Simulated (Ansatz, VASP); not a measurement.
# H: VASP beside Ansatz

```
H
1.0
     2.62348   -2.56690    0.00000
     2.62348    2.56690    0.00000
     0.00000    0.00000    4.14182
H
4
Direct
  0.92471 0.01812 0.10472
  0.45330 0.54670 0.43149
  0.54670 0.45330 0.56851
  0.04670 0.95330 0.93149
```

Alike in both runs: task single point; functional LDA; k mesh 6 × 6 × 6; occupations gaussian, width 0.05 eV; no spin polarisation.

|  | VASP | Ansatz |
| --- | --- | --- |
| version | VASP 6.6.1 | Ansatz 0.2.0 |
| potentials or method | VASP PAW LDA potentials, release 64 (H), cutoff 520 eV | scalar-relativistic, plane waves, PAW |
| valence electrons in the cell | 4 | 4 |

```tsv
	VASP	Ansatz	Ansatz less VASP
gap on the k mesh at the Fermi level (eV)	7.68	7.68	+0.005
least direct gap on the mesh (eV)	8.12	8.12	+0.004
pressure (GPa)	-2.1	-2.0	+0.12
traceless stress, the component that is largest in VASP (GPa)	-3.70	-3.73	-0.032
rms of the force components (eV/Å)	1.060	1.069	+0.0083
```

LDA's correlation is that of Perdew and Zunger in VASP and of Perdew and Wang (1992) in Ansatz. Atom by atom the forces differ by 0.011 eV/Å (rms over components).
